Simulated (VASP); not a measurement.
Input of a VASP 6.6.1 run:

Contents of INCAR:

```
SYSTEM = Mg8O7
PREC = Accurate
ENCUT = 520
EDIFF = 1E-6
ISMEAR = -1
SIGMA = 0.05
LREAL = Auto
LASPH = .True.
NELM = 80
ALGO = Normal
ISIF = 2
LWAVE = .False.
LCHARG = .False.
GGA = PE
NBANDS = 42
```

File KPOINTS:

```
regular mesh
0
Gamma
  3 3 3
  0 0 0
```

The input POSCAR:

```
Mg8O7
1.0
    0.0000000000      4.3100743200      4.3100743200
    4.3100743200      0.0000000000      4.3100743200
    4.3100743200      4.3100743200      0.0000000000
Mg O
8 7
Direct
    0.0009811896     -0.0013164506      0.0015245677
    0.0010349009     -0.0013458005      0.4988425582
   -0.0002853779      0.4999807057      0.0001204156
    0.0009471994      0.5012515654      0.4989226033
    0.4983375786     -0.0013456845      0.0015162152
    0.4997022882     -0.0000039442      0.5001090097
    0.4984604303      0.5012232596      0.0014126207
    0.4983669284      0.5013049288      0.4989100745
    0.2498105416      0.2497810757      0.2501648278
    0.2497699390      0.2498407034      0.7502258105
    0.2497468536      0.7498312697      0.2501779366
    0.7497937994      0.2497924444      0.2501634357
    0.2497742313      0.7498584154      0.7501196638
    0.7497368398      0.7498437985      0.2502138989
    0.7497978596      0.7497850988      0.7502166459
```

Potentials or basis: VASP PAW PBE potentials, release 64 (Mg, O).

Run with:

```console
$ cat potpaw_PBE.64/Mg/POTCAR potpaw_PBE.64/O/POTCAR > POTCAR
$ mpirun -np 1 vasp_std > vasp.out
```

Question: Estimate the largest force.

Answer: 0.014 eV/Å.

Question: Estimate the band gap on the k mesh.

Answer: 2.55 eV.

Forces in eV/Å, atoms in the order of the input:
```
Mg  -0.005  0.012 -0.001
Mg  -0.011  0.001 -0.002
Mg   0.000  0.003 -0.001
Mg  -0.004  0.001  0.013
Mg  -0.005  0.002 -0.010
Mg   0.000  0.004  0.000
Mg   0.014  0.001 -0.001
Mg  -0.006 -0.011 -0.001
O    0.005 -0.003  0.001
O    0.000 -0.003  0.000
O    0.001 -0.001 -0.001
O    0.005 -0.001  0.000
O    0.004  0.000  0.000
O    0.000 -0.001  0.000
O    0.003 -0.004  0.001
```

Caveat: the k points lie up to 0.42 Å⁻¹ apart.
